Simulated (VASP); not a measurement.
# SnSe (zincblende type) (F-43m) in VASP: relaxation of cell and atoms with PBE

Aim: the relaxation of cell and atoms of SnSe (zincblende type) with PBE.

Program: VASP 6.6.1. These are calculated values, not measurements. Logs are shortened: lines on timing, memory, paths and dates and some standing lists are left out, and cuts for length are marked.

## Step 1: The cell of the first run

It takes space group F-43m (No. 216, cubic). The conventional cell has a = 6.109 Å, b = 6.109 Å, c = 6.109 Å, α = 90.00°, β = 90.00°, γ = 90.00°. Sn (site symmetry -43m) has 4 Se at 2.65 Å within 3.5 Å. Se (site symmetry -43m) has 4 Sn at 2.65 Å within 3.5 Å.

## Step 2: Relaxation of cell and atoms, PBE

Input file INCAR:

```
ALGO = Normal
EDIFF = 1E-6
EDIFFG = -0.005
ENCUT = 600
GGA = PE
IBRION = 2
ISIF = 3
ISMEAR = -1
LASPH = T
LCHARG = F
LREAL = F
LWAVE = F
NELM = 80
NSW = 100
PREC = Accurate
SIGMA = 0.05
```

Input file KPOINTS:

```
k-points
0
Gamma
  12 12 12
```

Input file POSCAR:

```
SnSe
1.0
    0.0000000000      3.0546685047      3.0546685047
    3.0546685047      0.0000000000      3.0546685047
    3.0546685047      3.0546685047      0.0000000000
Sn Se
1 1
Direct
    0.0000000000      0.0000000000      0.0000000000
    0.2500000000      0.2500000000      0.2500000000
```

Potentials or basis: VASP PAW PBE potentials, release 64 (Sn_d, Se).

Command:

```sh
$ cat potpaw_PBE.64/Sn_d/POTCAR potpaw_PBE.64/Se/POTCAR > POTCAR
$ mpirun -np 1 vasp_std > vasp.out
```

OUTCAR:

```text
EDIFF = 1E-6
   EDIFFG = -0.005
   ENCUT = 600
   GGA = PE
   IBRION = 2
   ISIF = 3
   ISMEAR = -1
   LASPH = T
   LREAL = F
   NELM = 80
   NSW = 100
   PREC = Accurate

 ion  position               nearest neighbor table
   1  0.000  0.000  0.000-   2 2.65   2 2.65   2 2.65   2 2.65
   2  0.250  0.250  0.250-   1 2.65   1 2.65   1 2.65   1 2.65

  LATTYP: Found a face centered cubic cell.
 ALAT       =     6.1093370094

  Lattice vectors:

 A1 = (   0.0000000000,   3.0546685047,   3.0546685047)
 A2 = (   3.0546685047,   0.0000000000,   3.0546685047)
 A3 = (   3.0546685047,   3.0546685047,   0.0000000000)

Analysis of symmetry for initial positions (statically):
=====================================================================
 Subroutine PRICEL returns:
 Original cell was already a primitive cell.

 Routine SETGRP: Setting up the symmetry group for a
 face centered cubic supercell.

 Subroutine GETGRP returns: Found 24 space group operations
 (whereof 24 operations were pure point group operations)
 out of a pool of 48 trial point group operations.

The static configuration has the point symmetry T_d .

Analysis of symmetry for dynamics (positions and initial velocities):
=====================================================================
 Subroutine PRICEL returns:
 Original cell was already a primitive cell.

 Routine SETGRP: Setting up the symmetry group for a
 face centered cubic supercell.

 Subroutine GETGRP returns: Found 24 space group operations
 (whereof 24 operations were pure point group operations)
 out of a pool of 48 trial point group operations.

The dynamic configuration has the point symmetry T_d .

 Subroutine INISYM returns: Found 24 space group operations
 (whereof 24 operations are pure point group operations),
 and found     1 'primitive' translations

----------------------------------------------------------------------------------------

                                     Primitive cell

  volume of cell :      57.0062

  direct lattice vectors                    reciprocal lattice vectors
     0.000000000  3.054668505  3.054668505    -0.163683882  0.163683882  0.163683882
     3.054668505  0.000000000  3.054668505     0.163683882 -0.163683882  0.163683882
     3.054668505  3.054668505  0.000000000     0.163683882  0.163683882 -0.163683882

  length of vectors
     4.319953628  4.319953628  4.319953628     0.283508801  0.283508801  0.283508801

  position of ions in fractional coordinates (direct lattice)
     0.000000000  0.000000000  0.000000000
     0.250000000  0.250000000  0.250000000

  ion indices of the primitive-cell ions
   primitive index   ion index
                 1           1
                 2           2

[... 69 lines left out ...]
   ENCUT  =  600.0 eV  44.10 Ry    6.64 a.u.   8.63  8.63  8.63*2*pi/ulx,y,z
   NELM   =     80;   NELMIN=  2; NELMDL= -5     # of ELM steps
   EDIFF  = 0.1E-05   stopping-criterion for ELM
   LREAL  =      F    real-space projection
   EDIFFG = -.5E-02   stopping-criterion for IOM
   NSW    =    100    number of steps for IOM
   IBRION =      2    ionic relax: 0-MD 1-quasi-New 2-CG
   NFREE  =      1    steps in history (QN), initial steepest desc. (CG)
   ISIF   =      3    stress and relaxation
   ISYM   =      2    0-nonsym 1-usesym 2-fastsym
   POTIM  = 0.5000    time-step for ionic-motion
   TEBEG  =    0.0;   TEEND  =   0.0 temperature during run
   PSTRESS=    0.0 pullay stress
   NELECT =      20.0000    total number of electrons
   NUPDOWN=      -1.0000    fix difference up-down
   EMIN   =  10.00;   EMAX   =-10.00  energy-range for DOS
   EFERMI =   0.00;   METHOD = LEGACY
   ISMEAR =    -1;   SIGMA  =   0.05  broadening in eV -4-tet -1-fermi 0-gaus
   EFERMI_NEDOS =   21; number of points for ismear=-14 and -15
   IALGO  =     38    algorithm
   IMIX   =      4    mixing-type and parameters
     AMIX     =   0.40;   BMIX     =  1.00
     AMIX_MAG =   1.60;   BMIX_MAG =  1.00
  volume/ion in A,a.u.               =      28.50       192.35
  Fermi-wavevector in a.u.,A,eV,Ry     =   1.154633  2.181941 18.138989  1.333178
  Thomas-Fermi vector in A             =   2.291268
   LORBIT       =      0    0 simple, 1 ext, 2 COOP (PROOUT), +10 PAW based schemes
   GGA     = PE    functional components
   LHFCALC =     F    Hartree Fock is set to
   AEXX    =    0.0000 exact exchange contribution
   IVDW    =     0    specifies the selected vdW correction
   LEPSILON=     F    determine dielectric tensor
   LRPA    =     F    only Hartree local field effects (RPA)
 conjugate gradient relaxation of ions
 non-spin polarized calculation
  energy-cutoff  :      600.00
  volume of cell :       57.01
 maximum number of plane-waves:      1932
   NGX = 17   NGY = 17   NGZ = 17

--------------------------------------- Ionic step        1  -------------------------------------------

 number of electron      20.0000003 magnetization

 Free energy of the ion-electron system (eV)
  ---------------------------------------------------
  ext. energy  EPLUGINS =         0.00000000
  ---------------------------------------------------
  free energy    TOTEN  =        -6.93344549 eV

  energy without entropy =       -6.92795059  energy(sigma->0) =       -6.93069804

 E-fermi :   5.7518     XC(G=0):  -9.1703

 val. band max:        5.7323252203   @ k =   0.3333   0.2500   0.0000
 cond. band min:       5.8768559004   @ k =  -0.4167   0.4167   0.1667
 fundamental gap:      0.1445306801
 Fermi energy:         5.7517842410

 k-point     1 :       0.0000    0.0000    0.0000
  band No.  band energies     occupation
      1     -16.2263      2.00000
      2     -16.2263      2.00000
      3     -16.2263      2.00000
      4     -16.1726      2.00000
      5     -16.1726      2.00000
      6      -9.4613      2.00000
      7       1.2346      2.00000
      8       2.5539      2.00000
      9       2.5539      2.00000
     10       2.5539      2.00000
     11       7.0810      0.00000
     12       7.0810      0.00000
     13       7.0810      0.00000
     14      10.9048      0.00000
[... 498 lines left out ...]
--------------------------------------- Ionic step        4  -------------------------------------------

 number of electron      20.0000005 magnetization

 Free energy of the ion-electron system (eV)
  ---------------------------------------------------
  ext. energy  EPLUGINS =         0.00000000
  ---------------------------------------------------
  free energy    TOTEN  =        -7.75273435 eV

  energy without entropy =       -7.75140422  energy(sigma->0) =       -7.75206929

 E-fermi :   2.8474     XC(G=0):  -7.7395

 val. band max:        2.8146390230   @ k =  -0.2500   0.5000   0.2500
 cond. band min:       2.8682006421   @ k =   0.5000   0.5000   0.0000
 fundamental gap:      0.0535616192
 Fermi energy:         2.8473761403

 k-point     1 :       0.0000    0.0000    0.0000
  band No.  band energies     occupation
      1     -18.9678      2.00000
      2     -18.9678      2.00000
      3     -18.9678      2.00000
      4     -18.9570      2.00000
      5     -18.9570      2.00000
      6     -10.3412      2.00000
      7      -2.5626      2.00000
      8       0.5793      2.00000
      9       0.5793      2.00000
     10       0.5793      2.00000
     11       4.2854      0.00000
     12       4.2854      0.00000
     13       4.2854      0.00000
     14       7.6045      0.00000
[... 420 lines left out ...]
  FREE ENERGIE OF THE ION-ELECTRON SYSTEM (eV)
  ---------------------------------------------------
  free  energy   TOTEN  =        -7.7527343511 eV

  energy  without entropy=       -7.7514042216  energy(sigma->0) =       -7.75206929

 reached required accuracy - stopping structural energy minimisation
```

OSZICAR:

```text
N       E                     dE             d eps       ncg     rms          rms(c)
DAV:   1     0.142189073791E+03    0.14219E+03   -0.10847E+04  2028   0.189E+03
[... 38 lines left out ...]
DAV:   1    -0.775949945839E+01   -0.70063E-02   -0.15182E-01  2448   0.624E+00    0.449E-01
DAV:   2    -0.775402428457E+01    0.54752E-02   -0.10047E-02  2484   0.154E+00    0.191E-01
DAV:   3    -0.775280825959E+01    0.12160E-02   -0.37010E-03  2472   0.947E-01    0.350E-02
DAV:   4    -0.775274586256E+01    0.62397E-04   -0.15409E-04  2616   0.111E-01    0.114E-02
DAV:   5    -0.775273485141E+01    0.11011E-04   -0.68363E-06  2424   0.217E-02    0.527E-03
DAV:   6    -0.775273383343E+01    0.10180E-05   -0.19843E-06  1508   0.200E-02    0.154E-03
DAV:   7    -0.775273435110E+01   -0.51767E-06   -0.46814E-07  1068   0.854E-03
   4 F= -.77527344E+01 E0= -.77520693E+01  d E =-.819289E+00
```

Wall time 2.2 min (1 thread of Intel Xeon Platinum 8488C (Sapphire Rapids), shared host); peak memory 0.26 GiB.

Results:

```
Free energy                           : -7.7527 eV
Relaxed volume                        : 38.95 Å³/atom
Relaxed cell                          : a = 4.794 Å, b = 4.794 Å, c = 4.794 Å, α = 60.00°, β = 60.00°, γ = 60.00°
Space group after relaxing (to 0.1 Å) : F-43m (No. 216)
Energy gained by relaxing             : 409.6 meV/atom
Ionic steps                           : 4
Pressure after relaxing               : 0.0 GPa
Band gap on the k mesh                : 0.05 eV (least direct gap 0.68 eV)
```

The path:
```csv
step,energy change (eV),largest force (eV/Å),pressure (GPa),volume (Å³)
1,0.0000,0.0000,15.92,57.01
2,-0.7821,0.0000,-1.89,83.71
3,-0.8190,0.0000,0.18,77.42
4,-0.8193,0.0000,-0.01,77.90
```

Final structure:
```xyz
2
Lattice="0.0000 3.3898 3.3898 3.3898 0.0000 3.3898 3.3898 3.3898 0.0000" Properties=species:S:1:pos:R:3 pbc="T T T"
Sn    6.7797    6.7797    6.7797
Se    1.6949    1.6949    1.6949
```

Levels at points of the mesh, in eV from the valence-band top:
| k point | band 6 | band 7 | band 8 | band 9 | band 10 | band 11 | band 12 | band 13 | band 14 |
| --- | --- | --- | --- | --- | --- | --- | --- | --- | --- |
| (0.00, 0.00, 0.00) | -13.16 | -5.38 | -2.24 | -2.24 | -2.24 | 1.47 | 1.47 | 1.47 | 4.79 |
| (0.50, 0.00, 0.00) | -12.72 | -7.12 | -2.74 | -2.74 | -2.16 | 2.22 | 2.22 | 3.26 | 6.33 |
| (0.50, 0.50, 0.00) | -12.56 | -7.39 | -3.41 | -3.41 | -0.63 | 0.05 | 4.25 | 4.25 | 5.55 |

Caveat: the volume moved by over 15 % at a fixed basis, so the end points are rough; semilocal functionals underestimate gaps, and a narrow one can read as zero; spin-orbit coupling is left out, which moves the levels of the heavy elements.
